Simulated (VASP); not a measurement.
Wanted: the native input for a VASP 6.6.1 run.

```
Task                                : relaxation of the atoms
Functional                          : PBE
Potentials or basis                 : VASP PAW PBE potentials, release 64 (Ge_d, Si)
Cutoff                              : 520 eV
k mesh                              : 9 × 9 × 1
Occupations                         : gaussian, width 0.1 eV
Spin                                : no spin polarisation
Dipole correction                   : yes
Atoms held fixed (from 0)           : [0, 1, 2, 3]
Further INCAR settings              : ALGO = Normal; EDIFF = 1e-06; IBRION = 2; EDIFFG = -0.025; NSW = 36
Atoms held along some axes (from 0) : atom 4 along a and b
```

The structure of SiGe4 lies in POSCAR:

```
SiGe4
1.0
    4.0740542171      0.0000000000      0.0000000000
   -2.0370271085      3.5282344484      0.0000000000
    0.0000000000      0.0000000000     19.7403205846
Ge Si
4 1
Selective dynamics
Direct
    0.3333333333      0.6666666667      0.2026309544  F F F
    0.0000000000      0.0000000000      0.2447585800  F F F
    0.0000000000      0.0000000000      0.3792011874  F F F
    0.6666666667      0.3333333333      0.4174360061  F F F
    1.0000000000      1.0000000000      0.5087082366  F F T
```

These files were run (other wordings do the same):

INCAR

```
SYSTEM = SiGe4
PREC = Accurate
ENCUT = 520
EDIFF = 1E-6
ISMEAR = 0
SIGMA = 0.1
LREAL = .False.
LASPH = .True.
NELM = 80
ALGO = Normal
ISIF = 2
LWAVE = .False.
LCHARG = .False.
LDIPOL = .True.
IDIPOL = 3
DIPOL = 0.5 0.5 0.351
GGA = PE
IBRION = 2
NSW = 36
EDIFFG = -0.025
```

KPOINTS

```
Automatic mesh
0
Gamma
  9 9 1
  0 0 0
```

Potentials or basis: VASP PAW PBE potentials, release 64 (Ge_d, Si).

Launch:

```bash
$ cat potpaw_PBE.64/Ge_d/POTCAR potpaw_PBE.64/Si/POTCAR > POTCAR
$ mpirun -np 1 vasp_std > vasp.out
```

Results of the run:

```
Energy gained by relaxing : 0.9 meV/atom
Ionic steps               : 3
Band gap on the k mesh    : zero (bands 30 and 31 overlap by 0.23 eV)
```

Run time: 12 min on 1 thread of Intel Xeon 8259CL (shared host), peak memory 0.42 GiB.
